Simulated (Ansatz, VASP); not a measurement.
# One calculation of Ge3Cl2, two programs

```
Ge Cl
1.0
     4.16770    0.00102   -0.00303
    -2.08289    3.60957    0.01198
    -0.01550    0.05908   20.16195
Ge Cl
6 4
Direct
  0.67625 0.34302 0.98273
  0.34237 0.67541 0.01708
  0.32523 0.65811 0.59976
  0.99208 0.99277 0.56192
  0.66431 0.33139 0.40037
  0.99734 0.99679 0.43820
  0.67364 0.34391 0.87442
  0.33752 0.66985 0.12537
  0.32784 0.65404 0.70794
  0.66342 0.33471 0.29220
```

Change from the starting cell: cell x1, atoms moved at random (sigma 0.05 Å) and cell strained at random (1.5 %), then relaxed without symmetry.

Alike in both runs: functional PBE; k mesh 6 × 6 × 1; occupations gaussian, width 0.2 eV; no spin polarisation.

Ansatz relaxed the structure, and its values are those at the end. VASP's run is a single point on that final structure, the one shown.

|  | VASP | Ansatz |
| --- | --- | --- |
| version | VASP 6.6.1 | Ansatz 0.2.0 |
| potentials or method | VASP PAW PBE potentials, release 64 (Ge_d, Cl), cutoff 520 eV | scalar-relativistic, plane waves, PAW |
| valence electrons in the cell | 112 | 112 |

Ansatz gave:

```
pressure (GPa)                     : 0.0
rms of the force components (eV/Å) : 0.004
```

Question: Which values does VASP return?

Answer: Pressure (GPa): -0.1; rms of the force components (eV/Å): 0.020.
